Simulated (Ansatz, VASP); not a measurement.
# Tl in VASP and in Ansatz

INCAR

```
  PREC = Accurate
  ENCUT = 520
  EDIFF = 1E-6
  ISMEAR = -1
  SIGMA = 0.05
  LREAL = F
  LASPH = T
  NELM = 80
  ALGO = Normal
  ISIF = 2
  LWAVE = F
  LCHARG = T
  GGA = PE
  LELF = T
  LVHAR = T
  NBANDS = 12
```

The input KPOINTS:

```
regular mesh
0
Gamma
  10 10 10
```

File POSCAR:

```
Tl
1.0
   -1.9295595657      1.9295595657      1.9295595657
    1.9295595657     -1.9295595657      1.9295595657
    1.9295595657      1.9295595657     -1.9295595657
Tl
1
Direct
    0.0000000000      0.0000000000      0.0000000000
```

The input input.yaml:

```yaml
crystal:
  lattice:
    - [-1.9295595657, 1.9295595657, 1.9295595657]
    - [1.9295595657, -1.9295595657, 1.9295595657]
    - [1.9295595657, 1.9295595657, -1.9295595657]
  atoms:
    - { symbol: Tl, position: [0.0, 0.0, 0.0] }
kpoints:
  mp_grid: { grid: [10, 10, 10] }
scf:
  occupations: { method: fermi_dirac, width: 0.05 }
hamiltonian:
  xc: pbe
  pseudopotentials: { kind: all_electron, lapw: { basis_error: 0.0005 } }
output:
  forces: true
  stress: true
  eigenvalues: true
```

Change from the starting cell: volume scaled by 0.96.

Alike in both runs: task single point; functional PBE; k mesh 10 × 10 × 10; occupations fermi-dirac, width 0.05 eV; no spin polarisation.

|  | VASP | Ansatz |
| --- | --- | --- |
| version | VASP 6.6.1 | Ansatz 0.2.0 |
| potentials or method | VASP PAW PBE potentials, release 64 (Tl_d), cutoff 520 eV | all-electron LAPW, scalar-relativistic |

```csv
,VASP,Ansatz,Ansatz less VASP
gap on the k mesh at the Fermi level (eV),none,none,-
pressure (GPa),2.8,2.9,+0.07
```

A gap of «none» marks a metal or a gap that the smearing closes. Ansatz ran all-electron here, and VASP with PAW potentials.

Spin-orbit coupling is off throughout.
